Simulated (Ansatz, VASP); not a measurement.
## One calculation of SiC, two programs

POSCAR

```
SiC
1.0
    3.1061098016      0.0000000000      0.0000000000
   -1.5530549008      2.6899699951      0.0000000000
    0.0000000000      0.0000000000      5.0400368703
Si C
2 2
Direct
    0.3333333333      0.6666666667     -0.0009413781
    0.6666666667      0.3333333333      0.4990586219
    0.3333333333      0.6666666667      0.3759413781
    0.6666666667      0.3333333333      0.8759413781
```

INCAR.step1

```
PREC = Accurate
ENCUT = 520
ISMEAR = 0
SIGMA = 0.01
LREAL = F
LASPH = T
NELM = 80
NBANDS = 16
GGA = PE
ALGO = Normal
EDIFF = 1E-4
LWAVE = T
LCHARG = F
```

INCAR.step2

```
PREC = Accurate
ENCUT = 520
EDIFF = 1E-6
ISMEAR = 0
SIGMA = 0.01
LREAL = F
LASPH = T
NELM = 80
ALGO = Normal
ISIF = 2
LWAVE = F
LCHARG = T
METAGGA = R2SCAN
LMIXTAU = T
LELF = T
LVHAR = T
NBANDS = 16
ISTART = 1
```

The input KPOINTS:

```
regular mesh
0
Gamma
  12 12 6
```

Input for Ansatz:

```yaml
crystal:
  lattice:
    - [3.1061098016, 0.0, 0.0]
    - [-1.5530549008, 2.6899699951, 0.0]
    - [0.0, 0.0, 5.0400368703]
  atoms:
    - { symbol: Si, position: [0.3333333333, 0.6666666667, -0.0009413781] }
    - { symbol: Si, position: [0.6666666667, 0.3333333333, 0.4990586219] }
    - { symbol: C, position: [0.3333333333, 0.6666666667, 0.3759413781] }
    - { symbol: C, position: [0.6666666667, 0.3333333333, 0.8759413781] }
kpoints:
  mp_grid: { grid: [12, 12, 6] }
  band_path:
    path:
      - [0.0, 0.0, 0.0]
      - [0.5, 0.0, 0.0]
      - [0.3333333333, 0.3333333333, 0.0]
      - [0.0, 0.0, 0.5]
      - [0.5, 0.0, 0.5]
      - [0.3333333333, 0.3333333333, 0.5]
    npoints: 1
hamiltonian:
  xc: r2scan
scf:
  occupations: { method: fixed }
  n_extra_bands: 5
output:
  forces: true
  stress: true
  eigenvalues: true
```

Change from the starting cell: epitaxial_xy strain +1.0%.

Alike in both runs: task single point; functional r2SCAN; k mesh 12 × 12 × 6; no spin polarisation.

|  | VASP | Ansatz |
| --- | --- | --- |
| version | VASP 6.6.1 | Ansatz 0.2.0 |
| potentials or method | VASP PAW PBE potentials, release 64 (Si, C) | plane waves, PAW |
| plane-wave cutoff (eV) | 520 | 500 |
| occupations | gaussian, width 0.01 eV | fixed |
| valence electrons in the cell | 16 | 16 |

VASP gave:

| Item | Value |
| --- | --- |
| gap on the k mesh at the Fermi level (eV) | 2.77 |
| pressure (GPa) | -4.2 |
| traceless stress, the component that is largest in VASP (GPa) | 4.06 |

Task: Estimate Ansatz's values.

Result: gap on the k mesh at the Fermi level (eV): 2.76; pressure (GPa): -4.0; traceless stress, the component that is largest in VASP (GPa): 4.03.

VASP's potentials were made for PBE, not for r2SCAN.
